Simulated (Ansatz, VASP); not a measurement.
## One calculation of W, two programs

```
CELL_PARAMETERS angstrom
0.00000 1.99955 2.06045
1.99955 0.00000 2.06045
1.99955 1.99955 0.00000
ATOMIC_POSITIONS crystal
W 0.00000 0.00000 0.00000
```

Change from the starting cell: strain -0.015 along x and y, +0.015 along z, atoms carried along.

Alike in both runs: task single point; functional PBEsol; k mesh 20 × 20 × 20; occupations gaussian, width 0.15 eV; no spin polarisation.

|  | VASP | Ansatz |
| --- | --- | --- |
| version | VASP 6.6.1 | Ansatz 0.2.0 |
| potentials or method | VASP PAW PBE potentials, release 64 (W_sv), cutoff 520 eV | scalar-relativistic, plane waves, PAW |
| valence electrons in the cell | 14 | 14 |

|  | VASP | Ansatz | Ansatz less VASP |
| --- | --- | --- | --- |
| gap on the k mesh at the Fermi level (eV) | none | none | - |
| pressure (GPa) | -8.2 | -8.7 | -0.53 |
| traceless stress, the component that is largest in VASP (GPa) | 5.53 | 5.49 | -0.036 |

VASP's potentials were made for PBE, not for PBEsol. A gap of «none» marks a metal or a gap that the smearing closes.

Spin-orbit coupling is off throughout.
